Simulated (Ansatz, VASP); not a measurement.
This is a calculation of Pb for Ansatz 0.2.0.

input.yaml

```yaml
crystal:
  lattice:
    - [0.0, 3.4390000555, 3.4390000555]
    - [3.4390000555, 0.0, 3.4390000555]
    - [3.4390000555, 3.4390000555, 0.0]
  atoms:
    - { symbol: Pb, position: [0.25, 0.25, 0.25] }
    - { symbol: Pb, position: [0.0, 0.0, 0.0] }
kpoints:
  mp_grid: { grid: [7, 7, 7] }
scf:
  occupations: { method: gaussian, width: 0.05 }
hamiltonian:
  xc: pbe
  pseudopotentials: { kind: all_electron, lapw: { basis_error: 0.001 } }
output:
  forces: true
  stress: true
  eigenvalues: true
```

Potentials or basis: all-electron LAPW, scalar-relativistic.

Run with:

```console
$ ansatz run input.yaml --threads 1 --pin off --max-ram 3072MiB --backend cpu --events-out ev --progress --plain --runs-dir out
```

Question: Translate it to VASP 6.6.1. Potentials there: VASP PAW PBE potentials, release 64 (Pb_d).

Answer: As run (the cutoff follows the program's own potentials):

INCAR

```
SYSTEM = Pb
  ALGO = Normal
  EDIFF = 1E-6
  ENCUT = 500
  GGA = PE
  GGA_COMPAT = .False.
  ISIF = 2
  ISMEAR = 0
  LASPH = .True.
  LCHARG = .False.
  LREAL = .False.
  LWAVE = .False.
  NBANDS = 21
  NELM = 120
  PREC = Accurate
  SIGMA = 0.05
```

The input KPOINTS:

```
k-points
0
Gamma
  7 7 7
  0 0 0
```

Contents of POSCAR:

```
Pb
1.0
    0.0000000000      3.4390000555      3.4390000555
    3.4390000555      0.0000000000      3.4390000555
    3.4390000555      3.4390000555      0.0000000000
Pb
2
Direct
    0.2500000000      0.2500000000      0.2500000000
    0.0000000000      0.0000000000      0.0000000000
```

Potentials or basis: VASP PAW PBE potentials, release 64 (Pb_d).

Launch:

```console
$ cat potpaw_PBE.64/Pb_d/POTCAR > POTCAR
$ mpirun -np 1 vasp_std > vasp.out
```

Both were run:

|  | VASP | Ansatz | Ansatz less VASP |
| --- | --- | --- | --- |
| gap on the k mesh at the Fermi level (eV) | none | none | - |
| pressure (GPa) | 2.4 | 2.4 | +0.05 |

A gap of «none» marks a metal or a gap that the smearing closes. Ansatz ran all-electron here, and VASP with PAW potentials.

Neither program's run includes spin-orbit coupling.
